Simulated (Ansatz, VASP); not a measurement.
**One calculation of Mo, two programs**

```
Mo
1.0
    -1.44532    1.44532    1.44532
     1.44532   -1.44532    1.44532
     1.44532    1.44532   -1.44532
Mo
1
Cartesian
  0.0000 0.0000 0.0000
```

Change from the starting cell: strain -0.080 along x and y, -0.080 along z, atoms carried along.

Alike in both runs: task single point; functional LDA; k mesh 22 × 22 × 22; occupations gaussian, width 0.15 eV; no spin polarisation.

|  | VASP | Ansatz |
| --- | --- | --- |
| version | VASP 6.6.1 | Ansatz 0.2.0 |
| potentials or method | VASP PAW LDA potentials, release 64 (Mo_sv), cutoff 520 eV | scalar-relativistic, plane waves, PAW |
| valence electrons in the cell | 14 | 14 |

|  | VASP | Ansatz | Ansatz less VASP |
| --- | --- | --- | --- |
| gap on the k mesh at the Fermi level (eV) | none | none | - |
| pressure (GPa) | 103.4 | 100.8 | -2.65 |

LDA's correlation is that of Perdew and Zunger in VASP and of Perdew and Wang (1992) in Ansatz. A gap of «none» marks a metal or a gap that the smearing closes. Both programs put the cell under a high pressure, so it lies far from rest at this level.

Noted on VASP's run: the cell as given lies far from equilibrium.
